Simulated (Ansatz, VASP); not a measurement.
# PbO in VASP and in Ansatz

Contents of INCAR:

```
  ALGO = Normal
  EDIFF = 1E-6
  ENCUT = 520
  GGA = PE
  ISIF = 2
  ISMEAR = 0
  LASPH = T
  LCHARG = F
  LREAL = F
  LWAVE = F
  NBANDS = 28
  NELM = 80
  PREC = Accurate
  SIGMA = 0.05
```

Contents of KPOINTS:

```
k-points
0
Gamma
  8 8 6
```

POSCAR

```
PbO
1.0
    3.7359360000      0.0000000000      0.0000000000
    0.0000000000      4.2128640000      0.0000000000
    0.0000000000      0.0000000000      5.0220000000
Pb O
2 2
Direct
    0.0000000000      0.5000000000      0.2351000000
    0.5000000000      0.0000000000      0.7649000000
    0.0000000000      0.0000000000      0.0000000000
    0.5000000000      0.5000000000      0.0000000000
```

Input for Ansatz:

```yaml
crystal:
  lattice:
    - [3.735936, 0.0, 0.0]
    - [0.0, 4.212864, 0.0]
    - [0.0, 0.0, 5.022]
  atoms:
    - { symbol: Pb, position: [0.0, 0.5, 0.2351] }
    - { symbol: Pb, position: [0.5, 0.0, 0.7649] }
    - { symbol: O, position: [0.0, 0.0, 0.0] }
    - { symbol: O, position: [0.5, 0.5, 0.0] }
basis:
  ecutwfc: 420
kpoints:
  mp_grid: { grid: [8, 8, 6] }
hamiltonian:
  xc: pbe
scf:
  occupations: { method: gaussian, width: 0.05 }
output:
  forces: true
  stress: true
  eigenvalues: true
  write_density: true
  write_potential: true
  elf: true
  volumetric_format: npy
```

Change from the starting cell: strain -0.0600 x Voigt [1, -1, 0, 0, 0, 0], atoms carried along.

Alike in both runs: task single point; functional PBE; k mesh 8 × 8 × 6; occupations gaussian, width 0.05 eV; no spin polarisation.

```csv
,VASP,Ansatz
version,VASP 6.6.1,Ansatz 0.2.0
potentials or method,"VASP PAW PBE potentials, release 64 (Pb_d, O), cutoff 520 eV","scalar-relativistic, plane waves, PAW"
valence electrons in the cell,40,40
```

|  | VASP | Ansatz | Ansatz less VASP |
| --- | --- | --- | --- |
| gap on the k mesh at the Fermi level (eV) | 1.22 | 1.22 | -0.006 |
| least direct gap on the mesh (eV) | 2.42 | 2.43 | +0.008 |
| pressure (GPa) | 6.5 | 6.4 | -0.09 |
| traceless stress, the component that is largest in VASP (GPa) | 5.24 | 5.12 | -0.128 |
| rms of the force components (eV/Å) | 0.558 | 0.539 | -0.0189 |

Atom by atom the forces differ by 0.021 eV/Å (rms over components). The functional is the same, so the differences come from potentials, cutoffs and numerics.

Neither program's run includes spin-orbit coupling.
